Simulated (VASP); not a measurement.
Write the native input for VASP 6.6.1 that does the following.

```yaml
Task: single point
Functional: PBE
Dispersion: D3(BJ)
Potentials_or_basis: VASP PAW PBE potentials, release 64 (B, P)
Cutoff: 500 eV
k_mesh: 10 × 10 × 10
Occupations: gaussian, width 0.02 eV
Spin: no spin polarisation
Dipole_correction: no
Further_INCAR_settings: ALGO = Normal; EDIFF = 1e-06; NBANDS = 11
```

The structure of BP (d3) lies in POSCAR:

```
BP
1.0
    0.0000000000      2.2760522313      2.2760522313
    2.2760522313      0.0000000000      2.2760522313
    2.2760522313      2.2760522313      0.0000000000
B P
1 1
Direct
    0.0000000000      0.0000000000      0.0000000000
    0.2500000000      0.2500000000      0.2500000000
```

This cell differs from its parent crystal: volume scaled by 1.03.

The input as run:

INCAR

```
SYSTEM = BP
ALGO = Normal ; EDIFF = 1E-6
ENCUT = 500 ; GGA = PE
GGA_COMPAT = .False. ; ISIF = 2
ISMEAR = 0 ; IVDW = 12
LASPH = .True. ; LCHARG = .False.
LREAL = .False. ; LWAVE = .False.
NBANDS = 11 ; NELM = 120
PREC = Accurate ; SIGMA = 0.02
```

KPOINTS

```
k-points
0
Gamma
  10 10 10
  0 0 0
```

Potentials or basis: VASP PAW PBE potentials, release 64 (B, P).

The run is started by

```sh
$ cat potpaw_PBE.64/B/POTCAR potpaw_PBE.64/P/POTCAR > POTCAR
$ mpirun -np 1 vasp_std > vasp.out
```

It gave:

```
Pressure                   : -5.0 GPa
Band gap on the k mesh     : 1.25 eV, indirect (least direct gap 3.39 eV)
Dispersion energy per atom : -0.320 eV
```

It took 6.8 s on 1 thread of AMD EPYC 9R45 96-Core Processor (Zen 5), with other jobs on the host, peak memory 0.12 GiB.
